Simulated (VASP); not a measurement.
The system is WC.

```
W C
1.0
     1.64035   -2.11804    0.00000
     1.64035    2.11804    0.00000
     0.00000    0.00000    4.30942
W C
1 1
Direct
  0.50000 0.50000 0.50000
  0.00000 0.00000 0.00000
```

* Program: VASP 6.6.1
* Task: relaxation of cell and atoms
* Functional: revPBE
* Potentials or basis: VASP PAW PBE potentials, release 64 (W_sv, C)
* Cutoff: 600 eV
* k mesh: 10 × 10 × 6
* Occupations: fermi-dirac, width 0.05 eV
* Spin: no spin polarisation

At the start: pressure -30.0 GPa; volume 14.97 Å³/atom.

Q: How do energy, volume and symmetry change on relaxing?

A: Over 17 steps the energy falls by 1921.7 meV/atom and the volume is 11.96 Å³/atom (-20.1 %); space group Cmmm (No. 65, to 0.1 Å) before and after.

The path:
| step | energy change (eV) | largest force (eV/Å) | pressure (GPa) | volume (Å³) |
| --- | --- | --- | --- | --- |
| 1 | 0.0000 | 0.0000 | -30.01 | 29.94 |
| 2 | -2.3238 | 0.0000 | 73.52 | 18.94 |
| 3 | -2.4890 | 0.0000 | 33.39 | 20.49 |
| 4 | -2.9069 | 0.0000 | 85.87 | 19.09 |
| 5 | -3.1385 | 0.0000 | 58.21 | 19.65 |
| 6 | -3.7430 | 0.0000 | -11.05 | 23.79 |
| 7 | -3.7659 | 0.0000 | -2.49 | 22.99 |
| 8 | -3.7659 | 0.0000 | -3.31 | 23.06 |
| 9 | -3.8064 | 0.0000 | -0.17 | 23.13 |
| 10 | -3.8119 | 0.0000 | 9.86 | 23.22 |
| 11 | -3.8272 | 0.0000 | 5.08 | 23.19 |
| 12 | -3.8418 | 0.0000 | -0.32 | 23.87 |
| 13 | -3.8420 | 0.0000 | -1.02 | 23.96 |
| 14 | -3.8433 | 0.0000 | 0.33 | 23.90 |
| 15 | -3.8433 | 0.0000 | 0.43 | 23.90 |
| 16 | -3.8434 | 0.0000 | -0.26 | 23.94 |
| 17 | -3.8434 | 0.0000 | -0.03 | 23.93 |

Final structure:
```
W C
1.0
     1.47545   -2.68054    0.00000
     1.47545    2.68054    0.00000
     0.00000    0.00000    3.02516
W C
1 1
Direct
  0.50000 0.50000 0.50000
  0.00000 0.00000 0.00000
```

Caveat: the volume moved by over 15 % at a fixed basis, so the end points are rough; the PAW data sets were made with another functional, which shifts forces and pressure a little.
